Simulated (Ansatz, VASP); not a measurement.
# ZnS in VASP and in Ansatz

```
Zn S
1.0
     0.00000    2.69368    2.69368
     2.69368    0.00000    2.69368
     2.69368    2.69368    0.00000
Zn S
1 1
Direct
  0.00000 0.00000 0.00000
  0.75000 0.75000 0.75000
```

Alike in both runs: task relaxation of cell and atoms; functional r2SCAN; k mesh 8 × 8 × 8; occupations gaussian, width 0.02 eV; no spin polarisation.

|  | VASP | Ansatz |
| --- | --- | --- |
| version | VASP 6.6.1 | Ansatz 0.2.0 |
| potentials or method | VASP PAW PBE potentials, release 64 (Zn, S), cutoff 600 eV | scalar-relativistic, plane waves, PAW |
| valence electrons in the cell | 18 | 18 |

Ansatz gave:

```
gap on the k mesh at the Fermi level, each at its own relaxed structure (eV) : 2.70
relaxed volume (Å³/atom)                                                     : 19.56
relaxed cell length with the largest relative difference (Å)                 : 3.810
```

Question: What did VASP give for the same quantities?

Answer: gap on the k mesh at the Fermi level, each at its own relaxed structure (eV): 2.71; relaxed volume (Å³/atom): 19.57; relaxed cell length with the largest relative difference (Å): 3.811.

VASP's potentials were made for PBE, not for r2SCAN.
